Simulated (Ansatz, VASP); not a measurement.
# Two plane-wave programs on GaSb

```
Ga Sb
1.0
    -2.70259    2.70259    1.56853
     2.70259   -2.70259    1.56853
     2.70259    2.70259   -1.56853
Ga Sb
1 1
Direct
  0.25000 0.75000 0.50000
  0.00000 0.00000 0.00000
```

Alike in both runs: functional PBEsol; k mesh 8 × 8 × 8; occupations fermi-dirac, width 0.05 eV; no spin polarisation.

Ansatz relaxed the structure, and its values are those at the end. VASP's run is a single point on that final structure, the one shown.

|  | VASP | Ansatz |
| --- | --- | --- |
| version | VASP 6.6.1 | Ansatz 0.2.0 |
| potentials or method | VASP PAW PBE potentials, release 64 (Ga_d, Sb) | plane waves, PAW |
| plane-wave cutoff (eV) | 520 | 420 |
| valence electrons in the cell | 18 | 28 |

```csv
,VASP,Ansatz,Ansatz less VASP
pressure (GPa),0.1,0.0,-0.09
```

VASP's potentials were made for PBE, not for PBEsol. VASP's potentials hold 18 valence electrons a cell and Ansatz's 28, so a difference there can come from the potentials and not from the codes.

Spin-orbit coupling is off throughout.
